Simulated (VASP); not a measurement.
Wanted: the native input for a VASP 6.6.1 run.

* Task: single point
* Functional: r2SCAN
* Potentials or basis: VASP PAW PBE potentials, release 64 (K_sv)
* Cutoff: 520 eV
* k mesh: 7 × 7 × 7
* Occupations: fermi-dirac, width 0.05 eV
* Spin: no spin polarisation
* Dipole correction: no
* Further INCAR settings: ALGO = Normal; EDIFF = 1e-07; NBANDS = 10

Crystal: K.

```
K
1.0
    -2.67945    2.67945    2.67945
     2.67945   -2.67945    2.67945
     2.67945    2.67945   -2.67945
K
1
Direct
  0.00000 0.00000 0.00000
```

One way to write it, as run:

POSCAR

```
K
1.0
   -2.6794535516      2.6794535516      2.6794535516
    2.6794535516     -2.6794535516      2.6794535516
    2.6794535516      2.6794535516     -2.6794535516
K
1
Direct
    0.0000000000      0.0000000000      0.0000000000
```

INCAR.step1

```
SYSTEM = K
  PREC = Accurate
  ENCUT = 520
  ISMEAR = -1
  SIGMA = 0.05
  LREAL = .False.
  LASPH = .True.
  NELM = 80
  NBANDS = 10
  GGA = PE
  ALGO = Normal
  EDIFF = 1E-4
  LWAVE = .True.
  LCHARG = .False.
```

INCAR.step2

```
SYSTEM = K
  PREC = Accurate
  ENCUT = 520
  EDIFF = 1E-7
  ISMEAR = -1
  SIGMA = 0.05
  LREAL = .False.
  LASPH = .True.
  NELM = 80
  ALGO = Normal
  ISIF = 2
  LWAVE = .False.
  LCHARG = .False.
  METAGGA = R2SCAN
  LMIXTAU = .True.
  NBANDS = 10
  ISTART = 1
```

KPOINTS

```
regular mesh
0
Gamma
  7 7 7
  0 0 0
```

Potentials or basis: VASP PAW PBE potentials, release 64 (K_sv).

The run is started by

```bash
$ cat potpaw_PBE.64/K_sv/POTCAR > POTCAR
$ cp INCAR.step1 INCAR
$ mpirun -np 1 vasp_std > vasp.out
$ cp INCAR.step2 INCAR
$ mpirun -np 1 vasp_std > vasp.out
```

It gave:

```json
{"Pressure": "-0.1 GPa"}
```

Caveat: the PAW data sets were made with another functional, which shifts forces and pressure a little.

Wall time 2.8 min on 1 thread of AMD EPYC 7R13 (shared host), peak memory 0.18 GiB.
